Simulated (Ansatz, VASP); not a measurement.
Two plane-wave programs on HgTe

```
Hg Te
1.0
     0.00000    2.88328    2.88328
     2.88328    0.00000    2.88328
     2.88328    2.88328    0.00000
Hg Te
1 1
Direct
  0.00000 0.00000 0.00000
  0.25000 0.25000 0.25000
```

Change from the starting cell: volume scaled by 0.72, PAW files.

Alike in both runs: task single point; functional LDA; k mesh 11 × 11 × 11; occupations fermi-dirac, width 0.05 eV; no spin polarisation.

|  | VASP | Ansatz |
| --- | --- | --- |
| version | VASP 6.6.1 | Ansatz 0.2.0 |
| potentials or method | VASP PAW LDA potentials, release 64 (Hg, Te) | PAW with Ansatz's default frozen-core files, scalar-relativistic |
| plane-wave cutoff (eV) | 520 | 420 |
| valence electrons in the cell | 18 | 36 |

|  | VASP | Ansatz | Ansatz less VASP |
| --- | --- | --- | --- |
| pressure (GPa) | 37.2 | 36.1 | -1.08 |

LDA's correlation is that of Perdew and Zunger in VASP and of Perdew and Wang (1992) in Ansatz. Both programs put the cell under a high pressure, so it lies far from rest at this level. VASP's potentials hold 18 valence electrons a cell and Ansatz's 36, so a difference there can come from the potentials and not from the codes.

Neither program's run includes spin-orbit coupling.
